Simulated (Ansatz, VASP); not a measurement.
## Si in VASP and in Ansatz

```
CELL_PARAMETERS angstrom
0.00000 0.00000 -3.81651
-3.30102 -3.30102 -1.90825
-10.82661 8.62593 1.27217
ATOMIC_POSITIONS crystal
Si 0.84800 0.54941 0.27871
Si 0.18739 0.32315 0.95749
Si 0.51770 0.43628 0.61810
Si 0.49031 0.26479 0.27871
Si 0.82970 0.03853 0.95749
Si 0.16000 0.15166 0.61810
Si 0.06016 0.97976 0.06071
Si 0.39955 0.75350 0.73950
Si 0.72985 0.86663 0.40011
Si 0.27815 0.83443 0.49670
Si 0.60846 0.94756 0.15731
Si 0.94785 0.72130 0.83609
```

Alike in both runs: task single point; functional LDA; k mesh 9 × 7 × 3; occupations gaussian, width 0.03 eV; no spin polarisation.

```csv
,VASP,Ansatz
version,VASP 6.6.1,Ansatz 0.2.0
potentials or method,"VASP PAW LDA potentials, release 64 (Si), cutoff 520 eV","scalar-relativistic, plane waves, PAW"
valence electrons in the cell,48,48
```

|  | VASP | Ansatz | Ansatz less VASP |
| --- | --- | --- | --- |
| gap on the k mesh at the Fermi level (eV) | none | none | - |
| pressure (GPa) | 12.3 | 12.4 | +0.13 |
| traceless stress, the component that is largest in VASP (GPa) | -14.98 | -15.19 | -0.210 |
| rms of the force components (eV/Å) | 8.222 | 8.344 | +0.1221 |

Ansatz warns that its potentials were made for another functional, while VASP's fit it. LDA's correlation is that of Perdew and Zunger in VASP and of Perdew and Wang (1992) in Ansatz. Atom by atom the forces differ by 0.122 eV/Å (rms over components). A gap of «none» marks a metal or a gap that the smearing closes.
